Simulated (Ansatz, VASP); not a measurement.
## Two plane-wave programs on TiAl3

```
CELL_PARAMETERS angstrom
3.97967 0.00000 0.00000
0.00000 3.97967 0.00000
0.00000 0.00000 3.97967
ATOMIC_POSITIONS crystal
Ti 0.00000 0.00000 0.00000
Al 0.50000 0.00000 0.50000
Al 0.00000 0.50000 0.50000
Al 0.50000 0.50000 0.00000
```

Change from the starting cell: species swapped into the ErGa3 type (Pm-3m, No. 221).

Alike in both runs: functional PBE; k mesh 12 × 12 × 12; occupations gaussian, width 0.1 eV; no spin polarisation.

Ansatz relaxed the structure, and its values are those at the end. VASP's run is a single point on that final structure, the one shown.

|  | VASP | Ansatz |
| --- | --- | --- |
| version | VASP 6.6.1 | Ansatz 0.2.0 |
| potentials or method | VASP PAW PBE potentials, release 64 (Ti_sv, Al), cutoff 520 eV | scalar-relativistic, plane waves, PAW |
| valence electrons in the cell | 21 | 21 |

|  | VASP | Ansatz | Ansatz less VASP |
| --- | --- | --- | --- |
| gap on the k mesh at the Fermi level (eV) | none | none | - |
| pressure (GPa) | 0.0 | 0.0 | +0.02 |

A gap of «none» marks a metal or a gap that the smearing closes.
